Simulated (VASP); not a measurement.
A run of VASP 6.6.1 is set up as follows.

The input INCAR:

```
SYSTEM = Al2Cu
PREC = Accurate ; ENCUT = 520
EDIFF = 1E-6 ; ISMEAR = 0
SIGMA = 0.1 ; LREAL = .FALSE.
LASPH = .TRUE. ; NELM = 60
ALGO = Fast ; ISIF = 2
LWAVE = .FALSE. ; LCHARG = .TRUE.
GGA = PS ; LELF = .TRUE.
LVHAR = .TRUE. ; NBANDS = 16
```

KPOINTS

```
Automatic mesh
0
G
  14 14 8
  0 0 0
```

Contents of POSCAR:

```
Al2Cu
1.0
    2.9305626952      0.0000000000      0.0000000000
    0.0000000000      2.9305626952      0.0000000000
    0.0000000000      0.0000000000      6.0464860697
Al Cu
2 1
Direct
    0.5000000000      0.5000000000      0.2950000000
    0.5000000000      0.5000000000      0.7050000000
    0.0000000000      0.0000000000      0.0000000000
```

Potentials or basis: VASP PAW PBE potentials, release 64 (Al, Cu).

Launch:

```sh
$ cat potpaw_PBE.64/Al/POTCAR potpaw_PBE.64/Cu/POTCAR > POTCAR
$ mpirun -np 1 vasp_std > vasp.out
```

Problem. What does it give for the largest force?

Solution. 1.564 eV/Å.

Problem. Predict the pressure.

Solution. -9.5 GPa.

Stress tensor (GPa, compression positive):
```
-10.71   0.00   0.00
  0.00 -10.71   0.00
  0.00   0.00  -6.95
```

Caveat: the cell differs from its parent crystal (Ga replaced by Al, lengths x 0.997, strained); the PAW data sets were made with another functional, which shifts forces and pressure a little.
